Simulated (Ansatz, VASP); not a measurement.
**Two plane-wave programs on SiGeTe2S2**

```
Si Ge Te S
1.0
     4.68806    0.00000    0.00000
     0.00000    4.68806    0.00000
     0.00000    0.00000    5.96138
Si Ge Te S
1 1 2 2
Direct
  0.00000 0.00000 0.00000
  0.00000 0.00000 0.50000
  0.50000 0.00000 0.00000
  0.00000 0.50000 0.00000
  0.50000 0.50000 0.72117
  0.50000 0.50000 0.27883
```

Change from the starting cell: species swapped into the CeSi2Mo2C type (P4/mmm, No. 123).

Alike in both runs: task single point; functional PBE; k mesh 4 × 4 × 4; occupations gaussian, width 0.1 eV; no spin polarisation.

|  | VASP | Ansatz |
| --- | --- | --- |
| version | VASP 6.6.1 | Ansatz 0.2.0 |
| potentials or method | VASP PAW PBE potentials, release 64 (Si, Ge_d, Te, S), cutoff 520 eV | scalar-relativistic, plane waves, PAW |
| valence electrons in the cell | 42 | 62 |

Ansatz gave:

| Item | Value |
| --- | --- |
| gap on the k mesh at the Fermi level (eV) | none |
| pressure (GPa) | 15.1 |
| traceless stress, the component that is largest in VASP (GPa) | -14.39 |
| rms of the force components (eV/Å) | 0.399 |

Problem. Estimate VASP's values.

Solution. gap on the k mesh at the Fermi level (eV): none; pressure (GPa): 15.1; traceless stress, the component that is largest in VASP (GPa): -14.46; rms of the force components (eV/Å): 0.392.

Atom by atom the forces differ by 0.007 eV/Å (rms over components). A gap of «none» marks a metal or a gap that the smearing closes. VASP's potentials hold 42 valence electrons a cell and Ansatz's 62, so a difference there can come from the potentials and not from the codes.

Spin-orbit coupling is off throughout.
